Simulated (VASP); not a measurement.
## Ir: single point with RPBE

The system is Ir.

```xyz
4
Lattice="2.6358 0.0000 0.0000 -1.3179 2.2826 0.0000 0.0000 0.0000 8.6105" Properties=species:S:1:pos:R:3 pbc="T T T"
Ir    1.3179    2.2826    8.6105
Ir    1.3179    2.2826    4.3053
Ir    0.0000    1.5218    2.1526
Ir    1.3179    0.7609    6.4579
```

This cell differs from its parent crystal: volume scaled by 0.88.

```yaml
Program: VASP 6.6.1
Task: single point
Functional: RPBE
Potentials_or_basis: VASP PAW PBE potentials, release 64 (Ir)
Cutoff: 520 eV
k_mesh: 15 × 15 × 4
Occupations: fermi-dirac, width 0.1 eV
Spin: no spin polarisation
Dipole_correction: no
Further_INCAR_settings: ALGO = Normal; EDIFF = 1e-06; NBANDS = 26
```

```json
{"Pressure": "59.1 GPa", "Band gap on the k mesh": "zero (band 18 reaches 13.28 eV, above the bottom of band 19 at 10.34 eV)"}
```

Stress tensor (GPa, compression positive):
```
58.91  0.00  0.00
 0.00 58.91  0.00
 0.00  0.00 59.37
```

Levels at points of the mesh, in eV from the Fermi level:
| k point | band 16 | band 17 | band 18 | band 19 | band 20 | band 21 |
| --- | --- | --- | --- | --- | --- | --- |
| (0.00, 0.00, 0.00) | -2.06 | -2.06 | -1.20 | -1.20 | -1.01 | -0.38 |
| (0.00, 0.00, 0.50) | -3.04 | -1.59 | -1.59 | -1.59 | -1.59 | 0.25 |

Wall time 76 s on 1 thread of Intel Xeon 6975P-C, on a shared host, peak memory 0.22 GiB.

Caveat: the PAW data sets were made with another functional, which shifts forces and pressure a little; spin-orbit coupling is left out, which moves the levels of the heavy elements.
